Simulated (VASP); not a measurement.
# TiC in VASP: further runs

Runs on TiC. Level: PBE. Tasks: single point.

All numbers are computed with VASP 6.6.1; they aren't measurements. Logs are shortened: lines on timing, memory, paths and dates and some standing lists are left out, and cuts for length are marked.

## Step 1: The cell of the first run

The cell holds a wire with vacuum, 2 atoms: a = 9.900 Å, b = 9.300 Å, c = 3.085 Å, α = 90.00°, β = 90.00°, γ = 90.00°.

## Step 2: Single point, PBE, collinear spin, ferromagnetic start

Input file INCAR:

```
SYSTEM = TiC
PREC = Accurate ; ENCUT = 520
EDIFF = 1E-6 ; ISMEAR = 0
SIGMA = 0.05 ; LREAL = .FALSE.
LASPH = .TRUE. ; NELM = 150
ALGO = Normal ; ISIF = 2
LWAVE = .FALSE. ; LCHARG = .TRUE.
ISPIN = 2 ; MAGMOM = 1.5 0.5
LORBIT = 11 ; LMAXMIX = 4
GGA = PE ; LELF = .TRUE.
LVHAR = .TRUE. ; NBANDS = 19
```

Input file KPOINTS:

```
Automatic mesh
0
G
  1 1 18
  0 0 0
```

Input file POSCAR:

```
TiC
1.0
    9.9000000000      0.0000000000      0.0000000000
    0.0000000000      9.3000000000      0.0000000000
    0.0000000000      0.0000000000      3.0845655232
Ti C
1 1
Direct
    0.4479630385      0.5000000000      0.0000000000
    0.5520369615      0.5000000000      0.5000000000
```

Potentials or basis: VASP PAW PBE potentials, release 64 (Ti_sv, C).

On the command line:

```
$ cat potpaw_PBE.64/Ti_sv/POTCAR potpaw_PBE.64/C/POTCAR > POTCAR
$ mpirun -np 1 vasp_std > vasp.out
```

OUTCAR:

```text
SYSTEM = TiC
   PREC = Accurate
   ENCUT = 520
   EDIFF = 1E-6
   ISMEAR = 0
   LREAL = .FALSE.
   LASPH = .TRUE.
   NELM = 150
   ISIF = 2
   ISPIN = 2
   LORBIT = 11
   GGA = PE

 ion  position               nearest neighbor table
   1  0.448  0.500  0.000-   2 1.85   2 1.85
   2  0.552  0.500  0.500-   1 1.85   1 1.85

  LATTYP: Found a simple orthorhombic cell.
 ALAT       =     3.0845655232
 B/A-ratio  =     3.0150113298
 C/A-ratio  =     3.2095281898

  Lattice vectors:

 A1 = (   0.0000000000,   0.0000000000,  -3.0845655232)
 A2 = (   0.0000000000,   9.3000000000,   0.0000000000)
 A3 = (   9.9000000000,   0.0000000000,   0.0000000000)

Analysis of symmetry for initial positions (statically):
=====================================================================
 Subroutine PRICEL returns:
 Original cell was already a primitive cell.

 Routine SETGRP: Setting up the symmetry group for a
 simple orthorhombic supercell.

 Subroutine GETGRP returns: Found  4 space group operations
 (whereof  4 operations were pure point group operations)
 out of a pool of  8 trial point group operations.

The static configuration has the point symmetry C_2v.

Analysis of symmetry for dynamics (positions and initial velocities):
=====================================================================
 Subroutine PRICEL returns:
 Original cell was already a primitive cell.

 Routine SETGRP: Setting up the symmetry group for a
 simple orthorhombic supercell.

 Subroutine GETGRP returns: Found  4 space group operations
 (whereof  4 operations were pure point group operations)
 out of a pool of  8 trial point group operations.

The dynamic configuration has the point symmetry C_2v.

Analysis of structural, dynamic, and magnetic symmetry:
=====================================================================
 Subroutine PRICEL returns:
 Original cell was already a primitive cell.

 Routine SETGRP: Setting up the symmetry group for a
 simple orthorhombic supercell.

 Subroutine GETGRP returns: Found  4 space group operations
 (whereof  4 operations were pure point group operations)
 out of a pool of  8 trial point group operations.

The overall configuration has the point symmetry C_2v.

 Subroutine INISYM returns: Found  4 space group operations
 (whereof  4 operations are pure point group operations),
 and found     1 'primitive' translations

----------------------------------------------------------------------------------------

[... 101 lines left out ...]
   LORBIT       =     11    0 simple, 1 ext, 2 COOP (PROOUT), +10 PAW based schemes
   GGA     = PE    functional components
   LHFCALC =     F    Hartree Fock is set to
   AEXX    =    0.0000 exact exchange contribution
   IVDW    =     0    specifies the selected vdW correction
   LEPSILON=     F    determine dielectric tensor
   LRPA    =     F    only Hartree local field effects (RPA)
 spin polarized calculation
 Gauss-broadening in eV      SIGMA  =   0.05
  energy-cutoff  :      520.00
  volume of cell :      284.00
 maximum number of plane-waves:      7685
 NGX is ok and might be reduce to    80
   NGX = 37   NGY = 35   NGZ = 11

 number of electron      16.0000002 magnetization       0.2268803

 Free energy of the ion-electron system (eV)
  ---------------------------------------------------
  ext. energy  EPLUGINS =         0.00000000
  ---------------------------------------------------
  free energy    TOTEN  =       -12.54760236 eV

  energy without entropy =      -12.54576847  energy(sigma->0) =      -12.54668542

 E-fermi :  -2.9835     XC(G=0):  -2.4183

 val. band max:       -2.9996278851   @ k =   0.0000   0.0000   0.0000
 cond. band min:      -2.9460975045   @ k =   0.0000   0.0000   0.0556
 fundamental gap:      0.0535303806
 Fermi energy:        -2.9835377787

 spin component 1

 k-point     1 :       0.0000    0.0000    0.0000
  band No.  band energies     occupation
      1     -59.9748      1.00000
      2     -36.5995      1.00000
      3     -36.3105      1.00000
      4     -35.8833      1.00000
      5     -11.8813      1.00000
      6      -5.4053      1.00000
[... 196 lines left out ...]
      5     -10.8385      1.00000
      6      -4.9494      1.00000
[... 11 lines left out ...]
     18       4.4225      0.00000
     19       4.4597      0.00000
 Fermi energy:        -2.9835377787

 spin component 2

 k-point     1 :       0.0000    0.0000    0.0000
  band No.  band energies     occupation
      1     -59.9164      1.00000
      2     -36.5374      1.00000
      3     -36.2626      1.00000
      4     -35.8067      1.00000
      5     -11.8977      1.00000
      6      -5.3960      1.00000
[... 197 lines left out ...]
      6      -4.9200      1.00000
[... 11 lines left out ...]
     18       4.6083      0.00000
     19       4.6543      0.00000

------------------------ aborting loop because EDIFF is reached ----------------------------------------

  FORCE on cell =-STRESS in cart. coord.  units (eV):
  Direction    XX          YY          ZZ          XY          YZ          ZX
  --------------------------------------------------------------------------------------
  -------------------------------------------------------------------------------------
  Total       -0.0533019     -0.0059766      0.0480748      0.0000000      0.0000000      0.0000000
  in kB       -0.3007051     -0.0337174      0.2712162      0.0000000      0.0000000      0.0000000
  external PRESSURE =      -0.0210688 kB  Pullay stress =       0.0000000 kB

 VOLUME and BASIS-vectors are now :
 -----------------------------------------------------------------------------
  energy-cutoff  :      520.00
  volume of cell :      284.00
      direct lattice vectors                 reciprocal lattice vectors
     9.900000000  0.000000000  0.000000000     0.101010101  0.000000000  0.000000000
     0.000000000  9.300000000  0.000000000     0.000000000  0.107526882  0.000000000
     0.000000000  0.000000000  3.084565523     0.000000000  0.000000000  0.324194767

 POSITION                                       TOTAL-FORCE (eV/Angst)
 -----------------------------------------------------------------------------------
      4.43483      4.65000      0.00000        -0.053390      0.000000      0.000000
      5.46517      4.65000      1.54228         0.053390      0.000000      0.000000
 -----------------------------------------------------------------------------------
    total drift:                                0.000353      0.000000     -0.000000

  FREE ENERGIE OF THE ION-ELECTRON SYSTEM (eV)
  ---------------------------------------------------
  free  energy   TOTEN  =       -12.5476023624 eV

  energy  without entropy=      -12.5457684731  energy(sigma->0) =      -12.54668542

 total charge

# of ion       s       p       d       tot
------------------------------------------
    1        2.235   6.116   2.146  10.497
    2        0.964   1.373   0.000   2.337
--------------------------------------------------
tot          3.198   7.489   2.146  12.834

 magnetization (x)

# of ion       s       p       d       tot
------------------------------------------
    1        0.013   0.006   0.048   0.067
    2        0.002  -0.017   0.000  -0.015
--------------------------------------------------
tot          0.015  -0.011   0.048   0.052
```

It took 3.9 min on 1 thread of AMD EPYC 7R43 (Zen 3), shared host; peak memory 0.43 GiB.

What came out:

- Free energy: -12.5476 eV
- Largest force: 0.053 eV/Å
- Net moment: 0.23 μB per cell
- Site moments: Ti +0.07; C -0.01 μB
- Valence electrons inside the program's atomic spheres: Ti 10.50; C 2.34

Forces in eV/Å, atoms in the order of the input:
```
Ti  -0.053  0.000  0.000
C    0.053  0.000  0.000
```

Levels at points of the mesh, in eV from the Fermi level:
Spin up:
```tsv
k point	band 4	band 5	band 6	band 7	band 8	band 9	band 10	band 11	band 12	band 13
(0.00, 0.00, 0.00)	-32.90	-8.90	-2.42	-1.60	-1.29	-0.37	0.52	0.82	1.70	3.45
(0.00, 0.00, 0.50)	-33.19	-7.85	-1.97	-1.47	0.35	0.93	1.08	1.19	1.97	4.16
```
Spin down:
```csv
k point,band 4,band 5,band 6,band 7,band 8,band 9,band 10,band 11,band 12,band 13
"(0.00, 0.00, 0.00)",-32.82,-8.91,-2.41,-1.59,-1.28,-0.02,0.71,1.04,1.76,3.67
"(0.00, 0.00, 0.50)",-33.11,-7.88,-1.94,-1.46,0.51,1.03,1.09,1.37,2.10,4.19
```

## Step 3: Single point, PBE, collinear spin, ferromagnetic start

This run uses another cell than the first one, of 163.20 Å³/atom, 1.149 times its volume.

Input file INCAR:

```
SYSTEM = TiC
PREC = Accurate
ENCUT = 520
EDIFF = 1E-6
ISMEAR = 0
SIGMA = 0.05
LREAL = .False.
LASPH = .True.
NELM = 150
ALGO = Normal
ISIF = 2
LWAVE = .False.
LCHARG = .False.
ISPIN = 2
MAGMOM = 1.5 0.5
LORBIT = 11
LMAXMIX = 4
GGA = PE
NBANDS = 19
```

Input file KPOINTS:

```
regular mesh
0
Gamma
  1 1 17
  0 0 0
```

Input file POSCAR:

```
TiC
1.0
    9.0000000000      0.0000000000      0.0000000000
    0.0000000000      9.3000000000      0.0000000000
    0.0000000000      0.0000000000      3.8995393260
Ti C
1 1
Direct
    0.5000000000      0.5000000000      0.0000000000
    0.5000000000      0.5000000000      0.4650000000
```

Potentials or basis: VASP PAW PBE potentials, release 64 (Ti_sv, C).

On the command line:

```
$ cat potpaw_PBE.64/Ti_sv/POTCAR potpaw_PBE.64/C/POTCAR > POTCAR
$ mpirun -np 1 vasp_std > vasp.out
```

Wall time 4.1 min (1 thread of AMD EPYC 7R43 (Zen 3), shared host); peak memory 0.46 GiB.

Results (log left out):

| Property | Result |
| --- | --- |
| Free energy | -11.5795 eV |
| Largest force | 0.087 eV/Å |
| Net moment | 0.59 μB per cell |
| Site moments | Ti +0.45; C -0.01 μB |
| Valence electrons inside the program's atomic spheres | Ti 10.33; C 2.31 |

Forces on the atoms (eV/Å):
```
Ti   0.000  0.000 -0.087
C    0.000  0.000  0.087
```

Levels at points of the mesh, in eV from the Fermi level:
Spin up:
```tsv
k point	band 5	band 6	band 7	band 8	band 9	band 10	band 11	band 12
(0.00, 0.00, 0.00)	-8.95	-0.48	-0.48	-0.06	-0.02	0.32	0.92	0.92
```
Spin down:
| k point | band 4 | band 5 | band 6 | band 7 | band 8 | band 9 | band 10 | band 11 | band 12 | band 13 |
| --- | --- | --- | --- | --- | --- | --- | --- | --- | --- | --- |
| (0.00, 0.00, 0.00) | -32.92 | -8.92 | -0.46 | -0.45 | 0.34 | 0.56 | 0.77 | 1.19 | 1.19 | 1.29 |

## Step 4: Single point, PBE, collinear spin, ferromagnetic start

This run uses another cell than the first one, of 161.56 Å³/atom, 1.138 times its volume.

Input file INCAR:

```
SYSTEM = TiC
  ALGO = Normal
  EDIFF = 1E-6
  ENCUT = 520
  GGA = PE
  ISIF = 2
  ISMEAR = 0
  ISPIN = 2
  LASPH = .TRUE.
  LCHARG = .FALSE.
  LMAXMIX = 4
  LORBIT = 11
  LREAL = .FALSE.
  LWAVE = .FALSE.
  MAGMOM = 1.5 0.5
  NBANDS = 19
  NELM = 150
  PREC = Accurate
  SIGMA = 0.05
```

Input file KPOINTS:

```
k-points
0
G
  1 1 18
  0 0 0
```

Input file POSCAR:

```
TiC
1.0
    9.9000000000      0.0000000000      0.0000000000
    0.0000000000      9.3000000000      0.0000000000
    0.0000000000      0.0000000000      3.5095853934
Ti C
1 1
Direct
    0.4556870531      0.5000000000      0.0000000000
    0.5443129469      0.5000000000      0.5000000000
```

On the command line:

```
$ cat potpaw_PBE.64/Ti_sv/POTCAR potpaw_PBE.64/C/POTCAR > POTCAR
$ mpirun -np 1 vasp_std > vasp.out
```

Run time: 5 min. Hardware: 1 thread of AMD EPYC 7R43 (Zen 3), shared host; peak memory 0.5 GiB.

The run converged. Its results:

- Free energy: -12.1922 eV
- Largest force: 1.155 eV/Å
- Net moment: -0.02 μB per cell
- Valence electrons inside the program's atomic spheres: Ti 10.30; C 2.27

Forces in eV/Å, atoms in the order of the input:
```
Ti   1.155  0.000  0.000
C   -1.155  0.000  0.000
```

Levels at points of the mesh, in eV from the Fermi level:
Spin up:
```csv
k point,band 5,band 6,band 7,band 8,band 9,band 10,band 11,band 12
"(0.00, 0.00, 0.00)",-8.46,-1.41,-1.28,-0.60,0.03,0.61,0.87,1.29
"(0.00, 0.00, 0.50)",-7.50,-1.45,-1.37,-0.14,0.82,1.02,1.13,2.10
```
Spin down:
```csv
k point,band 5,band 6,band 7,band 8,band 9,band 10,band 11,band 12
"(0.00, 0.00, 0.00)",-8.46,-1.42,-1.28,-0.61,0.01,0.60,0.86,1.28
"(0.00, 0.00, 0.50)",-7.50,-1.46,-1.38,-0.16,0.81,1.01,1.12,2.09
```

## Step 5: Single point, PBE, collinear spin, ferromagnetic start

This run uses another cell than the first one, of 103.79 Å³/atom, 0.731 times its volume.

Input file INCAR:

```
SYSTEM = TiC
PREC = Accurate ; ENCUT = 520
EDIFF = 1E-7 ; ISMEAR = 0
SIGMA = 0.05 ; LREAL = .False.
LASPH = .True. ; NELM = 150
ALGO = Normal ; ISIF = 2
LWAVE = .False. ; LCHARG = .False.
ISPIN = 2 ; MAGMOM = 1.5 0.5
LORBIT = 11 ; LMAXMIX = 4
GGA = PE ; NBANDS = 19
```

Input file KPOINTS:

```
regular mesh
0
Gamma
  1 1 31
  0 0 0
```

Input file POSCAR:

```
TiC
1.0
   10.8000000000      0.0000000000      0.0000000000
    0.0000000000      9.3000000000      0.0000000000
    0.0000000000      0.0000000000      2.0667558428
Ti C
1 1
Direct
    0.4187595974      0.5000000000      0.0000000000
    0.5812404026      0.5000000000      0.5000000000
```

Potentials or basis: VASP PAW PBE potentials, release 64 (Ti_sv, C).

On the command line:

```
$ cat potpaw_PBE.64/Ti_sv/POTCAR potpaw_PBE.64/C/POTCAR > POTCAR
$ mpirun -np 1 vasp_std > vasp.out
```

OUTCAR:

```text
SYSTEM = TiC
   PREC = Accurate
   ENCUT = 520
   EDIFF = 1E-7
   ISMEAR = 0
   LREAL = .False.
   LASPH = .True.
   NELM = 150
   ISIF = 2
   ISPIN = 2
   LORBIT = 11
   GGA = PE

 ion  position               nearest neighbor table
   1  0.419  0.500  0.000-   2 2.04   2 2.04
   2  0.581  0.500  0.500-   1 2.04   1 2.04

  LATTYP: Found a simple orthorhombic cell.
 ALAT       =     2.0667558428
 B/A-ratio  =     4.4998058345
 C/A-ratio  =     5.2255809691

  Lattice vectors:

 A1 = (   0.0000000000,   0.0000000000,  -2.0667558428)
 A2 = (   0.0000000000,   9.3000000000,   0.0000000000)
 A3 = (  10.8000000000,   0.0000000000,   0.0000000000)
[... 905 lines left out ...]

 VOLUME and BASIS-vectors are now :
 -----------------------------------------------------------------------------
  energy-cutoff  :      520.00
  volume of cell :      207.58
      direct lattice vectors                 reciprocal lattice vectors
    10.800000000  0.000000000  0.000000000     0.092592593  0.000000000  0.000000000
     0.000000000  9.300000000  0.000000000     0.000000000  0.107526882  0.000000000
     0.000000000  0.000000000  2.066755843     0.000000000  0.000000000  0.483850090

 POSITION                                       TOTAL-FORCE (eV/Angst)
 -----------------------------------------------------------------------------------
      4.52260      4.65000      0.00000         0.101709      0.000000      0.000000
      6.27740      4.65000      1.03338        -0.101709      0.000000      0.000000
 -----------------------------------------------------------------------------------
    total drift:                                0.000009      0.000000      0.000000

  FREE ENERGIE OF THE ION-ELECTRON SYSTEM (eV)
  ---------------------------------------------------
  free  energy   TOTEN  =       -11.0364042388 eV

  energy  without entropy=      -11.0357162586  energy(sigma->0) =      -11.03606025

 total charge

# of ion       s       p       d       tot
------------------------------------------
    1        2.257   6.086   2.507  10.850
    2        0.974   1.184   0.000   2.158
--------------------------------------------------
tot          3.231   7.271   2.507  13.009

 magnetization (x)

# of ion       s       p       d       tot
------------------------------------------
    1        0.006   0.004   0.009   0.019
    2        0.001   0.000   0.000   0.001
--------------------------------------------------
tot          0.008   0.004   0.009   0.021
```

stdout:

```text
POSCAR found type information on POSCAR TiC
 POSCAR found :  2 types and       2 ions
 scaLAPACK will be used
 LDA part: xc-table for (Slater+PW92), standard interpolation
 POSCAR, INCAR and KPOINTS ok, starting setup
 FFT: planning ... GRIDC
 FFT: planning ... GRID_SOFT
 FFT: planning ... GRID
 WAVECAR not read
 entering main loop
```

Run time: 3.9 min. Hardware: 1 thread of AMD EPYC 7R43 (Zen 3), shared host; peak memory 0.37 GiB.

What came out:

```
Free energy                                           : -11.0364 eV
Largest force                                         : 0.102 eV/Å
Net moment                                            : 0.07 μB per cell
Valence electrons inside the program's atomic spheres : Ti 10.85; C 2.16
```

Forces in eV/Å, atoms in the order of the input:
```
Ti   0.102  0.000  0.000
C   -0.102  0.000  0.000
```

## Step 6: The runs side by side

```csv
cell,k mesh,gap on the mesh (eV),moment (μB),largest force (eV/Å)
"a = 9.900, b = 9.300, c = 3.085 Å, 2 atoms",1 × 1 × 18,none,0.23,0.05
"a = 9.000, b = 9.300, c = 3.900 Å, 2 atoms",1 × 1 × 17,none,0.59,0.09
"a = 9.900, b = 9.300, c = 3.510 Å, 2 atoms",1 × 1 × 18,-,0.02,1.16
"a = 10.800, b = 9.300, c = 2.067 Å, 2 atoms",1 × 1 × 31,none,0.07,0.10
```

Alike in all rows: task single point; level PBE; potentials or basis VASP PAW PBE potentials, release 64 (Ti_sv, C); spin collinear, ferromagnetic start; cutoff (eV) 520; smearing gaussian 0.05 eV.

Absolute energies hang on the potentials; compare differences alone.
